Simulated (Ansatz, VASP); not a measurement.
# One calculation of Bi, two programs

INCAR

```
SYSTEM = Bi
PREC = Accurate ; ENCUT = 520
EDIFF = 1E-7 ; ISMEAR = 0
SIGMA = 0.15 ; LREAL = .FALSE.
LASPH = .TRUE. ; NELM = 60
ALGO = Fast ; ISIF = 2
LWAVE = .FALSE. ; LCHARG = .FALSE.
GGA = PE ; IVDW = 12
NBANDS = 14
```

KPOINTS

```
regular mesh
0
G
  18 18 18
  0 0 0
```

POSCAR

```
Bi
1.0
   -1.8475196241      1.8475196241      2.1453397875
    1.8475196241     -1.8475196241      2.1453397875
    1.8475196241      1.8475196241     -2.1453397875
Bi
1
Direct
    0.0000000000      0.0000000000      0.0000000000
```

Input for Ansatz:

```yaml
crystal:
  lattice:
    - [-1.8475196241, 1.8475196241, 2.1453397875]
    - [1.8475196241, -1.8475196241, 2.1453397875]
    - [1.8475196241, 1.8475196241, -2.1453397875]
  atoms:
    - { symbol: Bi, position: [0.0, 0.0, 0.0] }
basis:
  ecutwfc: 420
kpoints:
  mp_grid: { grid: [18, 18, 18] }
hamiltonian:
  xc: pbe
  dispersion: d3bj
scf:
  occupations: { method: gaussian, width: 0.15 }
output:
  forces: true
  stress: true
  eigenvalues: true
  write_density: true
  write_potential: true
  elf: true
  volumetric_format: npy
```

Alike in both runs: task single point; functional PBE; dispersion D3(BJ); k mesh 18 × 18 × 18; occupations gaussian, width 0.15 eV; no spin polarisation.

|  | VASP | Ansatz |
| --- | --- | --- |
| version | VASP 6.6.1 | Ansatz 0.2.0 |
| potentials or method | VASP PAW PBE potentials, release 64 (Bi_d), cutoff 520 eV | scalar-relativistic, plane waves, PAW |
| valence electrons in the cell | 15 | 15 |

```csv
,VASP,Ansatz,Ansatz less VASP
gap on the k mesh at the Fermi level (eV),none,none,-
pressure (GPa),1.9,2.0,+0.06
"traceless stress, the component that is largest in VASP (GPa)",-1.45,-1.46,-0.008
```

A gap of «none» marks a metal or a gap that the smearing closes.

Spin-orbit coupling is off throughout.
